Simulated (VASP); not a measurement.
A run of VASP 6.6.1:

POSCAR

```
Cu
1.0
    0.0000000000      1.8075000000      1.8075000000
    1.8075000000      0.0000000000      1.8075000000
    1.8075000000      1.8075000000      0.0000000000
Cu
1
Direct
    0.0000000000      0.0000000000      0.0000000000
```

The input INCAR.step1:

```
PREC = Accurate
ENCUT = 520
EDIFF = 1E-6
ISMEAR = 1
SIGMA = 0.1
LREAL = False
LASPH = True
NELM = 120
ALGO = Normal
ISIF = 2
LWAVE = False
LCHARG = True
LMAXMIX = 4
GGA = PS
NBANDS = 12
GGA_COMPAT = False
NEDOS = 2001
LORBIT = 11
```

KPOINTS.step1

```
Automatic mesh
0
Gamma
  14 14 14
```

The input INCAR.step2:

```
PREC = Accurate
ENCUT = 520
EDIFF = 1E-6
ISMEAR = -5
SIGMA = 0.1
LREAL = False
LASPH = True
NELM = 120
ALGO = Normal
ISIF = 2
LWAVE = False
LCHARG = False
LMAXMIX = 4
GGA = PS
LORBIT = 11
NBANDS = 12
NEDOS = 1001
ICHARG = 11
GGA_COMPAT = False
```

KPOINTS.step2

```
Automatic mesh
0
Gamma
  21 21 21
```

Potentials or basis: VASP PAW PBE potentials, release 64 (Cu).

The run is started by

```console
$ cat potpaw_PBE.64/Cu/POTCAR > POTCAR
$ cp INCAR.step1 INCAR
$ cp KPOINTS.step1 KPOINTS
$ mpirun -np 1 vasp_std > vasp.out
$ cp INCAR.step2 INCAR
$ cp KPOINTS.step2 KPOINTS
$ mpirun -np 1 vasp_std > vasp.out
```

Hardware: 1 thread of AMD EPYC 9R45 96-Core Processor (Zen 5), with other jobs on the host.

Q: How long does it take, and how much memory?

A: Run time: 21 s on 1 thread of AMD EPYC 9R45 96-Core Processor (Zen 5), on a shared host, peak memory 0.12 GiB. Counts: k points 286.
